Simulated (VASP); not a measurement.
**Na: electric field gradients with LDA**

The system is Na.

```
Na
1.0
     3.79195    0.00000    0.00000
    -1.89597    3.28392    0.00000
     0.00000    0.00000    6.19476
Na
2
Direct
  0.33333 0.66667 0.25000
  0.66667 0.33333 0.75000
```

This cell differs from its parent crystal: volume scaled by 1.02.

```yaml
Program: VASP 6.6.1
Task: electric field gradients
Functional: LDA
Potentials_or_basis: VASP PAW LDA potentials, release 64 (Na_pv)
Cutoff: 520 eV
k_mesh: 11 × 11 × 6
Occupations: fermi-dirac, width 0.05 eV
Spin: no spin polarisation
Dipole_correction: no
Further_INCAR_settings: ALGO = Normal; EDIFF = 1e-08; NBANDS = 14
```

| Property | Result |
| --- | --- |
| Pressure | -1.0 GPa |
| Band gap on the k mesh | zero (band 7 reaches 1.81 eV, above the bottom of band 8 at -2.14 eV) |

Stress tensor (GPa, compression positive):
```
-1.09  0.00  0.00
 0.00 -1.09  0.00
 0.00  0.00 -0.84
```

Levels at points of the mesh, in eV from the Fermi level:
| k point | band 3 | band 4 | band 5 | band 6 | band 7 | band 8 | band 9 | band 10 | band 11 | band 12 |
| --- | --- | --- | --- | --- | --- | --- | --- | --- | --- | --- |
| (0.00, 0.00, 0.00) | -25.00 | -24.99 | -24.99 | -24.99 | -3.22 | 0.56 | 0.85 | 9.72 | 9.72 | 9.96 |
| (0.00, 0.00, 0.50) | -24.99 | -24.99 | -24.99 | -24.99 | -2.22 | -2.22 | 5.35 | 5.35 | 10.29 | 10.29 |

Electric field gradients, principal values (V/Å²):
```
atom  least  middle  greatest (by size)
1 Na  0.239   0.239              -0.479
2 Na  0.239   0.239              -0.479
```

Wall time 16 s on 1 thread of Intel(R) Xeon(R) 6975P-C (Granite Rapids) (shared host), peak memory 0.18 GiB.

Caveat: without QUAD_EFG the Cq values of the log hold for a quadrupole moment of 1 mb, not for the nuclei.
